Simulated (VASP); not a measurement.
Write the native input for VASP 6.6.1 that does the following.

```
Task                   : single point
Functional             : PBEsol
Potentials or basis    : VASP PAW PBE potentials, release 64 (Cu)
Cutoff                 : 520 eV
k mesh                 : 26 × 26 × 26
Occupations            : methfessel-paxton, width 0.1 eV
Spin                   : no spin polarisation
Dipole correction      : no
Further INCAR settings : ALGO = Normal; EDIFF = 1e-06; NBANDS = 12
```

The structure of Cu lies in POSCAR:

```
Cu
1.0
    0.0000000000      1.7815755875      1.7815755875
    1.7815755875      0.0000000000      1.7815755875
    1.7815755875      1.7815755875      0.0000000000
Cu
1
Direct
    0.0000000000      0.0000000000      0.0000000000
```

These files were run (other wordings do the same):

INCAR

```
SYSTEM = Cu
ALGO = Normal
EDIFF = 1E-6
ENCUT = 520
GGA = PS
ISIF = 2
ISMEAR = 1
LASPH = .TRUE.
LCHARG = .TRUE.
LELF = .TRUE.
LREAL = .FALSE.
LVHAR = .TRUE.
LWAVE = .FALSE.
NBANDS = 12
NELM = 60
PREC = Accurate
SIGMA = 0.1
```

KPOINTS

```
k-points
0
G
  26 26 26
  0 0 0
```

Potentials or basis: VASP PAW PBE potentials, release 64 (Cu).

Run with:

```sh
$ cat potpaw_PBE.64/Cu/POTCAR > POTCAR
$ mpirun -np 1 vasp_std > vasp.out
```

Results of the run:

```yaml
Pressure: 0.8 GPa
```

Caveat: the PAW data sets were made with another functional, which shifts forces and pressure a little.

It took 98 s on 1 thread of AMD EPYC 7R43 64-Core Processor (Zen 3) (shared host), peak memory 0.14 GiB.
